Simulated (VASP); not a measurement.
Input of a VASP 6.6.1 run:

Contents of INCAR:

```
PREC = Accurate
ENCUT = 520
EDIFF = 1E-6
ISMEAR = 0
SIGMA = 0.1
LREAL = F
LASPH = T
NELM = 100
ALGO = Normal
ISIF = 2
LWAVE = F
LCHARG = F
GGA = PE
NBANDS = 40
```

File KPOINTS:

```
regular mesh
0
Gamma
  4 4 2
```

POSCAR

```
Bi4C
1.0
    4.5974041000      0.0000000000      0.0000000000
    0.0000000000      4.5974041000      0.0000000000
    0.0000000000      0.0000000000      7.6248542800
Bi C
4 1
Direct
    0.5000000000      0.5000000000      0.0000000000
    0.0000000000      0.0000000000      0.8277948100
    0.0000000000      0.0000000000      0.1722051900
    0.0000000000      0.0000000000      0.5000000000
    0.5000000000      0.5000000000      0.5000000000
```

Potentials or basis: VASP PAW PBE potentials, release 64 (Bi_d, C).

Command:

```sh
$ cat potpaw_PBE.64/Bi_d/POTCAR potpaw_PBE.64/C/POTCAR > POTCAR
$ mpirun -np 1 vasp_std > vasp.out
```

Question: Predict the largest force.

Answer: 0.855 eV/Å.

Question: Estimate the band gap on the k mesh.

Answer: Zero (bands 32 and 33 overlap by 0.22 eV).

Question: What does it give for the pressure?

Answer: 10.9 GPa.

Forces in eV/Å, atoms in the order of the input:
```
Bi   0.000  0.000  0.000
Bi   0.000  0.000  0.855
Bi   0.000  0.000 -0.855
Bi   0.000  0.000  0.000
C    0.000  0.000  0.000
```

Caveat: the k points lie up to 0.41 Å⁻¹ apart; spin-orbit coupling is left out, which moves the levels of the heavy elements.
